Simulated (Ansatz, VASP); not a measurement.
## MoS2: VASP beside Ansatz

Contents of INCAR:

```
SYSTEM = MoS2
PREC = Accurate ; ENCUT = 520
EDIFF = 1E-6 ; ISMEAR = -1
SIGMA = 0.05 ; LREAL = .FALSE.
LASPH = .TRUE. ; NELM = 60
ALGO = Normal ; ISIF = 2
LWAVE = .FALSE. ; LCHARG = .FALSE.
GGA = PE ; NBANDS = 35
```

File KPOINTS:

```
regular mesh
0
G
  7 7 2
  0 0 0
```

POSCAR

```
MoS2
1.0
    3.1400001000      0.0000000000      0.0000000000
   -1.5700000500      2.7193198500      0.0000000000
    0.0000000000      0.0000000000     12.5300000000
Mo S
2 4
Direct
    0.3333333300      0.6666666700      0.2500000000
    0.6666666700      0.3333333300      0.7500000000
    0.3333333300      0.6666666700      0.6250000000
    0.6666666700      0.3333333300      0.1250000000
    0.3333333300      0.6666666700      0.8750000000
    0.6666666700      0.3333333300      0.3750000000
```

Input for Ansatz:

```yaml
crystal:
  lattice:
    - [3.1400001, 0.0, 0.0]
    - [-1.57000005, 2.71931985, 0.0]
    - [0.0, 0.0, 12.53]
  atoms:
    - { symbol: Mo, position: [0.33333333, 0.66666667, 0.25] }
    - { symbol: Mo, position: [0.66666667, 0.33333333, 0.75] }
    - { symbol: S, position: [0.33333333, 0.66666667, 0.625] }
    - { symbol: S, position: [0.66666667, 0.33333333, 0.125] }
    - { symbol: S, position: [0.33333333, 0.66666667, 0.875] }
    - { symbol: S, position: [0.66666667, 0.33333333, 0.375] }
hamiltonian:
  xc: pbe
  pseudopotentials: { kind: paw }
basis:
  ecutwfc: 600
kpoints:
  mp_grid: { grid: [7, 7, 2] }
scf:
  occupations: { method: fermi_dirac, width: 0.05 }
  lower_state_search: "off"
output:
  forces: true
  stress: true
```

Alike in both runs: task single point; functional PBE; k mesh 7 × 7 × 2; occupations fermi-dirac, width 0.05 eV; no spin polarisation.

|  | VASP | Ansatz |
| --- | --- | --- |
| version | VASP 6.6.1 | Ansatz 0.2.0 |
| potentials or method | VASP PAW PBE potentials, release 64 (Mo_sv, S), cutoff 520 eV | PAW, plane waves, scalar-relativistic |
| valence electrons in the cell | 52 | 52 |

```csv
,VASP,Ansatz,Ansatz less VASP
pressure (GPa),4.3,4.4,+0.14
"traceless stress, the component that is largest in VASP (GPa)",-1.01,-0.97,+0.042
rms of the force components (eV/Å),0.056,0.062,+0.0061
```

Atom by atom the forces differ by 0.006 eV/Å (rms over components). With one functional, cell and mesh, what is left measures potentials, basis and numerics.
